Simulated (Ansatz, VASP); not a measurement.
**LiCl: VASP beside Ansatz**

```
Li Cl
1.0
     3.28424    0.00000    0.00000
     0.00000    3.28424    0.00000
     0.00000    0.00000    3.28424
Li Cl
1 1
Cartesian
  0.0000 0.0000 0.0000
  1.6421 1.6421 1.6421
```

Alike in both runs: functional PBE; k mesh 8 × 8 × 8; occupations gaussian, width 0.02 eV; no spin polarisation.

Ansatz relaxed the structure, and its values are those at the end. VASP's run is a single point on that final structure, the one shown.

|  | VASP | Ansatz |
| --- | --- | --- |
| version | VASP 6.6.1 | Ansatz 0.2.0 |
| potentials or method | VASP PAW PBE potentials, release 64 (Li_sv, Cl), cutoff 520 eV | scalar-relativistic, plane waves, PAW |
| valence electrons in the cell | 10 | 10 |

|  | VASP | Ansatz | Ansatz less VASP |
| --- | --- | --- | --- |
| gap on the k mesh at the Fermi level (eV) | 4.39 | 4.37 | -0.013 |
| least direct gap on the mesh (eV) | 5.19 | 5.17 | -0.014 |

The functional is the same, so the differences come from potentials, cutoffs and numerics.

Noted on VASP's run: the cutoff is short for stress, so the pressure is rough.
